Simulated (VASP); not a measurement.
SiC, 2 atoms in the cell. Symmetry: F-43m, No. 216, cubic system. The conventional cell has a = 4.357 Å, b = 4.357 Å, c = 4.357 Å, α = 90.00°, β = 90.00°, γ = 90.00°. Si (site symmetry -43m) has 4 C at 1.89 Å within 2.5 Å. Within 2.5 Å of C (site symmetry -43m) lie 4 Si at 1.89 Å. 

* Program: VASP 6.6.1
* Task: single point
* Functional: PBEsol
* Potentials or basis: VASP PAW PBE potentials, release 64 (Si, C)
* Cutoff: 600 eV
* k mesh: 14 × 14 × 14
* Occupations: gaussian, width 0.01 eV
* Spin: no spin polarisation
* Dipole correction: no
* Further INCAR settings: ALGO = Normal; EDIFF = 1e-06; NBANDS = 11

Potentials or basis: VASP PAW PBE potentials, release 64 (Si, C).

The run is started by

```bash
$ cat potpaw_PBE.64/Si/POTCAR potpaw_PBE.64/C/POTCAR > POTCAR
$ mpirun -np 1 vasp_std > vasp.out
```

Hardware: 1 thread of Intel(R) Xeon(R) Platinum 8488C (Sapphire Rapids) (shared host).

**Question.** How long does it take, and how much memory?

**Answer.** Wall time 28 s on 1 thread of Intel(R) Xeon(R) Platinum 8488C (Sapphire Rapids) (shared host), peak memory 0.17 GiB. Counts: scf iterations 12, k points 104.
